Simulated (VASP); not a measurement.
Crystal: Pt.

```
CELL_PARAMETERS angstrom
0.00000 1.95904 1.95904
1.95904 0.00000 1.95904
1.95904 1.95904 0.00000
ATOMIC_POSITIONS crystal
Pt 0.00000 0.00000 0.00000
```

Base run:

```yaml
Program: VASP 6.6.1
Functional: PBEsol
Potentials_or_basis: VASP PAW PBE potentials, release 64 (Pt)
Cutoff: 520 eV
k_mesh: 18 × 18 × 18
Occupations: gaussian, width 0.1 eV
Spin: no spin polarisation
```

Its results: band gap on the k mesh zero (bands 5 and 6 overlap by 2.24 eV); pressure -0.4 GPa.

**Question.** The run is repeated on the same cell with these changes: functional from PBEsol to r2SCAN. What comes out?

**Answer.** Band gap on the k mesh zero (bands 5 and 6 overlap by 2.39 eV); pressure 5.6 GPa.

Caveats: the PAW data sets were made with another functional, which shifts forces and pressure a little; spin-orbit coupling is left out, which moves the levels of the heavy elements; the cell stands under pressure (at least some runs).
